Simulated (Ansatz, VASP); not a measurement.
This is a calculation of Cs for Ansatz 0.2.0.

input.yaml

```yaml
crystal:
  lattice:
    - [-3.1074680189, 3.1074680189, 3.1074680189]
    - [3.1074680189, -3.1074680189, 3.1074680189]
    - [3.1074680189, 3.1074680189, -3.1074680189]
  atoms:
    - { symbol: Cs, position: [0.0, 0.0, 0.0] }
kpoints:
  mp_grid: { grid: [6, 6, 6] }
scf:
  occupations: { method: tetrahedron }
hamiltonian:
  xc: { exchange: pbesol, correlation: pbe }
  pseudopotentials: { kind: all_electron, lapw: { basis_error: 0.002 } }
output:
  forces: true
  stress: true
  eigenvalues: true
```

Potentials or basis: all-electron LAPW, scalar-relativistic.

Launch:

```console
$ ansatz run input.yaml --threads 1 --pin off --max-ram 2560MiB --backend cpu --events-out ev --progress --plain --runs-dir out
```

Question: Translate it to VASP 6.6.1. Potentials there: VASP PAW PBE potentials, release 64 (Cs_sv).

Answer: As run (the cutoff follows the program's own potentials):

The input INCAR:

```
SYSTEM = Cs
PREC = Accurate
ENCUT = 500
EDIFF = 1E-6
ISMEAR = -5
SIGMA = 0.05
LREAL = .False.
LASPH = .True.
NELM = 120
ALGO = Normal
ISIF = 2
LWAVE = .False.
LCHARG = .False.
GGA = LIBXC
LIBXC1 = GGA_X_PBE_SOL
LIBXC2 = GGA_C_PBE
NBANDS = 10
GGA_COMPAT = .False.
```

File KPOINTS:

```
regular mesh
0
Gamma
  6 6 6
  0 0 0
```

The input POSCAR:

```
Cs
1.0
   -3.1074680189      3.1074680189      3.1074680189
    3.1074680189     -3.1074680189      3.1074680189
    3.1074680189      3.1074680189     -3.1074680189
Cs
1
Direct
    0.0000000000      0.0000000000      0.0000000000
```

Potentials or basis: VASP PAW PBE potentials, release 64 (Cs_sv).

The run is started by

```sh
$ cat potpaw_PBE.64/Cs_sv/POTCAR > POTCAR
$ mpirun -np 1 vasp_std > vasp.out
```

Both were run:

|  | VASP | Ansatz | Ansatz less VASP |
| --- | --- | --- | --- |
| gap on the k mesh at the Fermi level (eV) | none | none | - |
| pressure (GPa) | -0.1 | -0.1 | +0.02 |

VASP's potentials were made for PBE, not for pbesol exchange, pbe correlation. A gap of «none» marks a metal or a gap that the smearing closes. Ansatz ran all-electron here, and VASP with PAW potentials.

Neither program's run includes spin-orbit coupling.
